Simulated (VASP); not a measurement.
Set up this calculation in VASP 6.6.1, as the native input.

```
Task                   : single point
Functional             : LDA
Potentials or basis    : VASP PAW LDA potentials, release 64 (Sn_d, Se)
Cutoff                 : 500 eV
k mesh                 : 6 × 6 × 4
Occupations            : gaussian, width 0.02 eV
Spin                   : no spin polarisation
Dipole correction      : no
Further INCAR settings : ALGO = Normal; EDIFF = 1e-06; NBANDS = 28
```

The structure of SnSe lies in POSCAR:

```
SnSe
1.0
    4.1898989379      0.0000000000      0.0000000000
    0.0000000000      4.1898989379      0.0000000000
    0.0000000000      0.0000000000     10.9796229414
Sn Se
2 2
Direct
    0.5000000000      0.0000000000      0.3781633338
    0.0000000000      0.5000000000      0.6218366662
    0.5000000000      0.0000000000      0.6217782129
    0.0000000000      0.5000000000      0.3782217871
```

These files were run (other wordings do the same):

INCAR

```
  PREC = Accurate
  ENCUT = 500
  EDIFF = 1E-6
  ISMEAR = 0
  SIGMA = 0.02
  LREAL = False
  LASPH = True
  NELM = 120
  ALGO = Normal
  ISIF = 2
  LWAVE = False
  LCHARG = True
  GGA = CA
  LELF = True
  LVHAR = True
  NBANDS = 28
  GGA_COMPAT = False
```

KPOINTS

```
Automatic mesh
0
Gamma
  6 6 4
```

Potentials or basis: VASP PAW LDA potentials, release 64 (Sn_d, Se).

Run with:

```bash
$ cat potpaw_LDA.64/Sn_d/POTCAR potpaw_LDA.64/Se/POTCAR > POTCAR
$ mpirun -np 1 vasp_std > vasp.out
```

It gave:

```
Largest force          : 0.026 eV/Å
Band gap on the k mesh : 1.45 eV (least direct gap 1.50 eV)
```

Caveat: spin-orbit coupling is left out, which moves the levels of the heavy elements.

Wall time 4.3 min on 1 thread of Intel Xeon 8259CL, on a shared host, peak memory 0.3 GiB.
